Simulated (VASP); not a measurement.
Wanted: the native input for a VASP 6.6.1 run.

| Property | Result |
| --- | --- |
| Task | single point |
| Functional | revPBE |
| Dispersion | D3(BJ) |
| Potentials or basis | VASP PAW PBE potentials, release 64 (Ba_sv, F_h) |
| Cutoff | 1350 eV |
| k mesh | 6 × 6 × 6 |
| Occupations | gaussian, width 0.05 eV |
| Spin | no spin polarisation |
| Dipole correction | no |
| Further INCAR settings | ALGO = Normal; EDIFF = 1e-06; NBANDS = 19 |

The structure of BaF2 lies in POSCAR:

```
BaF2
1.0
    0.0000000000      3.0849482751      3.0849482751
    3.0849482751      0.0000000000      3.0849482751
    3.0849482751      3.0849482751      0.0000000000
Ba F
1 2
Direct
    0.0000000000      0.0000000000      0.0000000000
    0.2500000000      0.2500000000      0.2500000000
    0.7500000000      0.7500000000      0.7500000000
```

The input as run:

INCAR

```
SYSTEM = BaF2
  PREC = Accurate
  ENCUT = 1350
  EDIFF = 1E-6
  ISMEAR = 0
  SIGMA = 0.05
  LREAL = .FALSE.
  LASPH = .TRUE.
  NELM = 120
  ALGO = Normal
  ISIF = 2
  LWAVE = .FALSE.
  LCHARG = .TRUE.
  GGA = RE
  IVDW = 12
  LELF = .TRUE.
  LVHAR = .TRUE.
  NBANDS = 19
  GGA_COMPAT = .FALSE.
```

KPOINTS

```
regular mesh
0
G
  6 6 6
  0 0 0
```

Potentials or basis: VASP PAW PBE potentials, release 64 (Ba_sv, F_h).

Run with:

```sh
$ cat potpaw_PBE.64/Ba_sv/POTCAR potpaw_PBE.64/F_h/POTCAR > POTCAR
$ mpirun -np 1 vasp_std > vasp.out
```

Results of the run:

| Quantity | Value |
| --- | --- |
| Pressure | 3.3 GPa |
| Band gap on the k mesh | 7.15 eV (least direct gap 7.22 eV) |
| Dispersion energy per atom | -0.241 eV |

Caveat: the cell stands under pressure; the PAW data sets were made with another functional, which shifts forces and pressure a little; spin-orbit coupling is left out, which moves the levels of the heavy elements.

It took 110 s on 1 thread of Intel(R) Xeon(R) Platinum 8259CL CPU @ 2.50GHz (Skylake/Cascade Lake), with other jobs on the host, peak memory 0.43 GiB.
